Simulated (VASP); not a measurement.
Set up this calculation in VASP 6.6.1, as the native input.

```yaml
Task: single point
Functional: PBE
Potentials_or_basis: VASP PAW PBE potentials, release 64 (Ca_sv, Zr_sv, N)
Cutoff: 520 eV
k_mesh: 4 × 4 × 4
Occupations: gaussian, width 0.1 eV
Spin: no spin polarisation
Dipole_correction: no
Further_INCAR_settings: ALGO = Normal; EDIFF = 1e-06; NBANDS = 30
```

The structure of CaZr2N2 lies in POSCAR:

```
CaZr2N2
1.0
    3.7792190774      0.0000000000      0.0000000000
    0.0000000000      3.7792190774      0.0000000000
    0.0000000000      0.0000000000      5.9745838785
Ca Zr N
1 2 2
Direct
    0.0000000000      0.0000000000      0.4638124938
    0.5000000000      0.0000000000     -0.0360441070
    0.0000000000      0.5000000000     -0.0360441070
    0.5000000000      0.5000000000      0.7306130661
    0.5000000000      0.5000000000      0.1975531741
```

The input as run:

INCAR

```
PREC = Accurate ; ENCUT = 520
EDIFF = 1E-6 ; ISMEAR = 0
SIGMA = 0.1 ; LREAL = F
LASPH = T ; NELM = 60
ALGO = Normal ; ISIF = 2
LWAVE = F ; LCHARG = F
GGA = PE ; NBANDS = 30
```

KPOINTS

```
regular mesh
0
Gamma
  4 4 4
```

Potentials or basis: VASP PAW PBE potentials, release 64 (Ca_sv, Zr_sv, N).

Run with:

```bash
$ cat potpaw_PBE.64/Ca_sv/POTCAR potpaw_PBE.64/Zr_sv/POTCAR potpaw_PBE.64/N/POTCAR > POTCAR
$ mpirun -np 1 vasp_std > vasp.out
```

Results of the run:

```
Pressure               : 0.3 GPa
Largest force          : 0.022 eV/Å
Band gap on the k mesh : zero (band 22 reaches 8.03 eV, above the bottom of band 23 at 6.42 eV)
```

Caveat: the k points lie up to 0.42 Å⁻¹ apart.

It took 28 s on 1 thread of Oxide Virtual Turin-like Processor, on a shared host, peak memory 0.18 GiB.
